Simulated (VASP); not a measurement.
# Rh (Fm-3m) in VASP: single point with r2SCAN

Aim: the single point of Rh with r2SCAN.

Program: VASP 6.6.1. These are calculated values, not measurements. Logs are shortened: lines on timing, memory, paths and dates and some standing lists are left out, and cuts for length are marked.

## 1. The cell of the first run

It takes space group Fm-3m (No. 225, cubic). The conventional cell has a = 3.800 Å, b = 3.800 Å, c = 3.800 Å, α = 90.00°, β = 90.00°, γ = 90.00°. Within 3.5 Å of Rh (site symmetry m-3m) lie 12 Rh at 2.69 Å.

## 2. Single point, r2SCAN

POSCAR

```
Rh
1.0
    0.0000000000      1.8999717037      1.8999717037
    1.8999717037      0.0000000000      1.8999717037
    1.8999717037      1.8999717037      0.0000000000
Rh
1
Direct
    0.0000000000      0.0000000000      0.0000000000
```

INCAR.step1

```
PREC = Accurate
ENCUT = 680
ISMEAR = 0
SIGMA = 0.1
LREAL = F
LASPH = T
NELM = 120
NBANDS = 14
GGA = PE
ALGO = Normal
EDIFF = 1E-5
LWAVE = T
LCHARG = F
GGA_COMPAT = F
```

INCAR.step2

```
PREC = Accurate
ENCUT = 680
EDIFF = 1E-6
ISMEAR = 0
SIGMA = 0.1
LREAL = F
LASPH = T
NELM = 120
ALGO = Normal
ISIF = 2
LWAVE = F
LCHARG = F
METAGGA = R2SCAN
LMIXTAU = T
NBANDS = 14
ISTART = 1
GGA_COMPAT = F
```

KPOINTS

```
Automatic mesh
0
Gamma
  18 18 18
```

Potentials or basis: VASP PAW PBE potentials, release 64 (Rh_sv_GW).

Run with:

```
> cat potpaw_PBE.64/Rh_sv_GW/POTCAR > POTCAR
> cp INCAR.step1 INCAR
> mpirun -np 1 vasp_std > vasp.out
> cp INCAR.step2 INCAR
> mpirun -np 1 vasp_std > vasp.out
```

OUTCAR:

```text
PREC = Accurate
   ENCUT = 680
   EDIFF = 1E-6
   ISMEAR = 0
   LREAL = F
   LASPH = T
   NELM = 120
   ISIF = 2
   METAGGA = R2SCAN
   ISTART = 1

 ion  position               nearest neighbor table
   1  0.000  0.000  0.000-

  LATTYP: Found a face centered cubic cell.
 ALAT       =     3.7999434074

  Lattice vectors:

 A1 = (   0.0000000000,   1.8999717037,   1.8999717037)
 A2 = (   1.8999717037,   0.0000000000,   1.8999717037)
 A3 = (   1.8999717037,   1.8999717037,   0.0000000000)

Analysis of symmetry for initial positions (statically):
=====================================================================
 Subroutine PRICEL returns:
 Original cell was already a primitive cell.

 Routine SETGRP: Setting up the symmetry group for a
 face centered cubic supercell.

 Subroutine GETGRP returns: Found 48 space group operations
 (whereof 48 operations were pure point group operations)
 out of a pool of 48 trial point group operations.

The static configuration has the point symmetry O_h .

Analysis of symmetry for dynamics (positions and initial velocities):
=====================================================================
 Subroutine PRICEL returns:
 Original cell was already a primitive cell.

 Routine SETGRP: Setting up the symmetry group for a
 face centered cubic supercell.

 Subroutine GETGRP returns: Found 48 space group operations
 (whereof 48 operations were pure point group operations)
 out of a pool of 48 trial point group operations.

The dynamic configuration has the point symmetry O_h .

 Subroutine INISYM returns: Found 48 space group operations
 (whereof 48 operations are pure point group operations),
 and found     1 'primitive' translations

----------------------------------------------------------------------------------------

                                     Primitive cell

  volume of cell :      13.7174

  direct lattice vectors                    reciprocal lattice vectors
     0.000000000  1.899971704  1.899971704    -0.263161814  0.263161814  0.263161814
     1.899971704  0.000000000  1.899971704     0.263161814 -0.263161814  0.263161814
     1.899971704  1.899971704  0.000000000     0.263161814  0.263161814 -0.263161814

  length of vectors
     2.686965751  2.686965751  2.686965751     0.455809632  0.455809632  0.455809632

  position of ions in fractional coordinates (direct lattice)
     0.000000000  0.000000000  0.000000000

  ion indices of the primitive-cell ions
   primitive index   ion index
                 1           1

----------------------------------------------------------------------------------------

 KPOINTS: Automatic mesh

Automatic generation of k-mesh.
 Grid dimensions read from file:
 generate k-points for:   18   18   18

 Generating k-lattice:

  Cartesian coordinates                     Fractional coordinates (reciprocal lattice)
    -0.014620101  0.014620101  0.014620101     0.055555556  0.000000000  0.000000000
     0.014620101 -0.014620101  0.014620101     0.000000000  0.055555556  0.000000000
     0.014620101  0.014620101 -0.014620101     0.000000000  0.000000000  0.055555556

  Length of vectors
     0.025322757  0.025322757  0.025322757

  Shift w.r.t. Gamma in fractional coordinates (k-lattice)
     0.000000000  0.000000000  0.000000000

 Subroutine IBZKPT returns following result:
 ===========================================

 Found    195 irreducible k-points:

 Following reciprocal coordinates:
            Coordinates               Weight
  0.000000  0.000000  0.000000      1.000000
  0.055556  0.000000  0.000000      8.000000
  0.111111  0.000000  0.000000      8.000000
  0.166667  0.000000  0.000000      8.000000
  0.222222  0.000000  0.000000      8.000000
  0.277778  0.000000  0.000000      8.000000
[... 16 lines left out ...]
 -0.277778  0.055556  0.000000     24.000000
 -0.222222  0.055556  0.000000     24.000000
 [... further k-points ...]
   k-points           NKPTS =    195   k-points in BZ     NKDIM =    195   number of bands    NBANDS=     14
   number of dos      NEDOS =    301   number of ions     NIONS =      1
   total plane-waves  NPLWV =  13824
   dimension x,y,z NGX =    24 NGY =   24 NGZ =   24
   dimension x,y,z NGXF=    48 NGYF=   48 NGZF=   48
   ions per type =               1
   NGX,Y,Z   is equivalent  to a cutoff of  14.85, 14.85, 14.85 a.u.
   NGXF,Y,Z  is equivalent  to a cutoff of  29.70, 29.70, 29.70 a.u.
 SYSTEM =  unknown system
   PREC   = accura    normal or accurate (medium, high low for compatibility)
   ISTART =      1    job   : 0-new  1-cont  2-samecut
   ICHARG =      0    charge: 1-file 2-atom 10-const
   ISPIN  =      1    spin polarized calculation?
   LNONCOLLINEAR =      F non collinear calculations
   LSORBIT =      F    spin-orbit coupling
   LASPH  =      T    aspherical Exc in radial PAW
   ENCUT  =  680.0 eV  49.98 Ry    7.07 a.u.   5.71  5.71  5.71*2*pi/ulx,y,z
   NELM   =    120;   NELMIN=  2; NELMDL=  0     # of ELM steps
   EDIFF  = 0.1E-05   stopping-criterion for ELM
   LREAL  =      F    real-space projection
   EDIFFG = 0.1E-04   stopping-criterion for IOM
   NSW    =      0    number of steps for IOM
   IBRION =     -1    ionic relax: 0-MD 1-quasi-New 2-CG
   NFREE  =      0    steps in history (QN), initial steepest desc. (CG)
   ISIF   =      2    stress and relaxation
   ISYM   =      2    0-nonsym 1-usesym 2-fastsym
   POTIM  = 0.5000    time-step for ionic-motion
   TEBEG  =    0.0;   TEEND  =   0.0 temperature during run
   PSTRESS=    0.0 pullay stress
   NELECT =      17.0000    total number of electrons
   NUPDOWN=      -1.0000    fix difference up-down
   EMIN   =  10.00;   EMAX   =-10.00  energy-range for DOS
   EFERMI =   0.00;   METHOD = LEGACY
   ISMEAR =     0;   SIGMA  =   0.10  broadening in eV -4-tet -1-fermi 0-gaus
   EFERMI_NEDOS =   21; number of points for ismear=-14 and -15
   IALGO  =     38    algorithm
   IMIX   =      4    mixing-type and parameters
     AMIX     =   0.40;   BMIX     =  1.00
     AMIX_MAG =   1.60;   BMIX_MAG =  1.00
  volume/ion in A,a.u.               =      13.72        92.57
  Fermi-wavevector in a.u.,A,eV,Ry     =   1.758466  3.323019 42.071977  3.092203
  Thomas-Fermi vector in A             =   2.827619
   LORBIT       =      0    0 simple, 1 ext, 2 COOP (PROOUT), +10 PAW based schemes
   METAGGA = R2SCAN    functional components
   LHFCALC =     F    Hartree Fock is set to
   AEXX    =    0.0000 exact exchange contribution
   IVDW    =     0    specifies the selected vdW correction
   LEPSILON=     F    determine dielectric tensor
   LRPA    =     F    only Hartree local field effects (RPA)
 non-spin polarized calculation
 Gauss-broadening in eV      SIGMA  =   0.10
  energy-cutoff  :      680.00
  volume of cell :       13.72
 maximum number of plane-waves:       568
   NGX = 11   NGY = 11   NGZ = 11

 number of electron      17.0000001 magnetization

 Free energy of the ion-electron system (eV)
  ---------------------------------------------------
  ext. energy  EPLUGINS =         0.00000000
  ---------------------------------------------------
  free energy    TOTEN  =       -23.28881256 eV

  energy without entropy =      -23.28202334  energy(sigma->0) =      -23.28541795

 E-fermi :  10.7284     XC(G=0): -15.2922

 val. band max:       10.7278062653   @ k =   0.5000   0.2222   0.1111
 cond. band min:      10.7411575936   @ k =   0.5000   0.3889   0.0000
 fundamental gap:      0.0133513284
 Fermi energy:        10.7283977943

 k-point     1 :       0.0000    0.0000    0.0000
  band No.  band energies     occupation
      1     -70.4609      2.00000
      2     -37.0852      2.00000
      3     -37.0852      2.00000
      4     -37.0852      2.00000
      5       2.5555      2.00000
      6       7.5448      2.00000
      7       7.5448      2.00000
      8       7.5448      2.00000
      9       9.6459      2.00000
     10       9.6459      2.00000
     11      27.1894      0.00000
     12      32.8501      0.00000
     13      32.8501      0.00000
     14      32.8501      0.00000

 k-point     2 :       0.0556    0.0000    0.0000
  band No.  band energies     occupation
      1     -70.4572      2.00000
      2     -37.1097      2.00000
      3     -37.0885      2.00000
      4     -37.0885      2.00000
      5       2.6854      2.00000
      6       7.4865      2.00000
      7       7.5957      2.00000
      8       7.5957      2.00000
      9       9.6175      2.00000
     10       9.6175      2.00000
     11      27.3766      0.00000
     12      32.1889      0.00000
     13      33.0385      0.00000
     14      33.0385      0.00000

 k-point     3 :       0.1111    0.0000    0.0000
  band No.  band energies     occupation
      1     -70.4465      2.00000
      2     -37.1799      2.00000
      3     -37.0980      2.00000
      4     -37.0980      2.00000
      5       3.0577      2.00000
      6       7.3413      2.00000
      7       7.7282      2.00000
      8       7.7282      2.00000
      9       9.5572      2.00000
     10       9.5572      2.00000
     11      27.8776      0.00000
     12      30.7634      0.00000
     13      33.5866      0.00000
     14      33.5866      0.00000
[... 324 lines left out ...]
 k-point    23 :      -0.2778    0.0556    0.0000
  band No.  band energies     occupation
      1     -70.3791      2.00000
      2     -37.5958      2.00000
      3     -37.1819      2.00000
      4     -37.1475      2.00000
      5       4.6746      2.00000
      6       7.6932      2.00000
      7       7.8702      2.00000
      8       7.9290      2.00000
      9       9.8669      2.00000
     10      10.6629      1.64559
     11      25.1016      0.00000
     12      28.5721      0.00000
     13      34.2567      0.00000
     14      36.6385      0.00000

 k-point    24 :      -0.2222    0.0556    0.0000
  band No.  band energies     occupation
      1     -70.4003      2.00000
      2     -37.4644      2.00000
      3     -37.1625      2.00000
      4     -37.1283      2.00000
      5       4.4374      2.00000
      6       7.2072      2.00000
      7       7.9367      2.00000
      8       7.9892      2.00000
      9       9.4686      2.00000
     10      10.1803      2.00000
     11      26.9015      0.00000
     12      28.9968      0.00000
     13      34.5009      0.00000
     14      36.3523      0.00000

 [... further k-points ...]

------------------------ aborting loop because EDIFF is reached ----------------------------------------

  FORCE on cell =-STRESS in cart. coord.  units (eV):
  Direction    XX          YY          ZZ          XY          YZ          ZX
  --------------------------------------------------------------------------------------
  -------------------------------------------------------------------------------------
  Total        0.0035628      0.0035628      0.0035628     -0.0000000      0.0000000      0.0000000
  in kB        0.4161344      0.4161344      0.4161344     -0.0000000      0.0000000      0.0000000
  external PRESSURE =       0.4161344 kB  Pullay stress =       0.0000000 kB

 VOLUME and BASIS-vectors are now :
 -----------------------------------------------------------------------------
  energy-cutoff  :      680.00
  volume of cell :       13.72
      direct lattice vectors                 reciprocal lattice vectors
     0.000000000  1.899971704  1.899971704    -0.263161814  0.263161814  0.263161814
     1.899971704  0.000000000  1.899971704     0.263161814 -0.263161814  0.263161814
     1.899971704  1.899971704  0.000000000     0.263161814  0.263161814 -0.263161814

 POSITION                                       TOTAL-FORCE (eV/Angst)
 -----------------------------------------------------------------------------------
      0.00000      0.00000      0.00000         0.000000      0.000000     -0.000000
 -----------------------------------------------------------------------------------
    total drift:                               -0.000000      0.000000     -0.000000

  FREE ENERGIE OF THE ION-ELECTRON SYSTEM (eV)
  ---------------------------------------------------
  free  energy   TOTEN  =       -23.2888125575 eV

  energy  without entropy=      -23.2820233351  energy(sigma->0) =      -23.28541795
```

Wall time 2.5 min (1 thread of Intel Xeon Platinum 8259CL at 2.50GHz (Skylake/Cascade Lake), shared host); peak memory 0.21 GiB.

Results:

- Free energy: -23.2888 eV
- Pressure: 0.0 GPa
- Band gap on the k mesh: zero (an odd number of electrons rules out a gap without spin polarisation)

Caveat: the PAW data sets were made with another functional, which shifts forces and pressure a little.
